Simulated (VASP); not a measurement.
A run of VASP 6.6.1 is set up as follows.

Contents of INCAR:

```
  PREC = Accurate
  ENCUT = 520
  EDIFF = 1E-7
  ISMEAR = 0
  SIGMA = 0.1
  LREAL = F
  LASPH = T
  NELM = 100
  ALGO = Normal
  ISIF = 2
  LWAVE = F
  LCHARG = F
  GGA = PE
  NBANDS = 36
```

The input KPOINTS:

```
Automatic mesh
0
Gamma
  12 12 4
```

The input POSCAR:

```
Ga3SbN2
1.0
    2.9168998992      0.0000000000      0.0000000000
    0.0000000000      2.9168998992      0.0000000000
    0.0000000000      0.0000000000     10.8792212802
Ga Sb N
3 1 2
Direct
    0.5000000000      0.5000000000      0.2626028036
    0.5000000000      0.5000000000      0.5000000000
    0.5000000000      0.5000000000      0.7373971964
    0.0000000000      0.0000000000      0.0000000000
    0.0000000000      0.0000000000      0.2094867563
    0.0000000000      0.0000000000      0.7905132437
```

Potentials or basis: VASP PAW PBE potentials, release 64 (Ga_d, Sb, N).

The run is started by

```bash
$ cat potpaw_PBE.64/Ga_d/POTCAR potpaw_PBE.64/Sb/POTCAR potpaw_PBE.64/N/POTCAR > POTCAR
$ mpirun -np 1 vasp_std > vasp.out
```

Q: Predict the pressure.

A: 0.2 GPa.

Q: What does it give for the band gap on the k mesh?

A: Zero (band 27 reaches 8.58 eV, above the bottom of band 28 at 5.95 eV).

Q: Estimate the largest force.

A: 0.023 eV/Å.

Forces in eV/Å, atoms in the order of the input:
```
Ga   0.000  0.000  0.004
Ga   0.000  0.000  0.000
Ga   0.000  0.000 -0.004
Sb   0.000  0.000  0.000
N    0.000  0.000 -0.023
N    0.000  0.000  0.023
```

Caveat: spin-orbit coupling is left out, which moves the levels of the heavy elements.
